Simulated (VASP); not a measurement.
Write the native input for VASP 6.6.1 that does the following.

```yaml
Task: single point
Functional: PBEsol
Potentials_or_basis: VASP PAW PBE potentials, release 64 (Al)
Cutoff: 520 eV
k_mesh: 18 × 18 × 14
Occupations: gaussian, width 0.1 eV
Spin: no spin polarisation
Dipole_correction: no
Further_INCAR_settings: ALGO = Normal; EDIFF = 1e-06; NBANDS = 10
```

The structure of Al lies in POSCAR:

```
Al
1.0
    2.0302828835      2.0302828835      0.0000000000
   -2.0302828835      2.0302828835      0.0000000000
    0.0000000000      0.0000000000      3.8346999332
Al
2
Direct
    0.0000000000      0.0000000000      0.0000000000
    0.5000000000      0.5000000000      0.5000000000
```

This cell differs from its parent crystal: uniaxial strain along c: -4.5 %.

These files were run (other wordings do the same):

INCAR

```
SYSTEM = Al
PREC = Accurate
ENCUT = 520
EDIFF = 1E-6
ISMEAR = 0
SIGMA = 0.1
LREAL = .False.
LASPH = .True.
NELM = 100
ALGO = Normal
ISIF = 2
LWAVE = .False.
LCHARG = .True.
GGA = PS
LELF = .True.
LVHAR = .True.
NBANDS = 10
```

KPOINTS

```
regular mesh
0
Gamma
  18 18 14
  0 0 0
```

Potentials or basis: VASP PAW PBE potentials, release 64 (Al).

Run with:

```bash
$ cat potpaw_PBE.64/Al/POTCAR > POTCAR
$ mpirun -np 1 vasp_std > vasp.out
```

It gave:

The pressure is 2.4 GPa. The band gap on the k mesh is zero (band 3 reaches 15.61 eV, above the bottom of band 4 at 3.98 eV).

Caveat: the cell differs from its parent crystal (uniaxial strain along c: -4.5 %); the PAW data sets were made with another functional, which shifts forces and pressure a little.

Wall time 28 s on 1 thread of Intel(R) Xeon(R) 6975P-C (Granite Rapids), with other jobs on the host, peak memory 0.23 GiB.
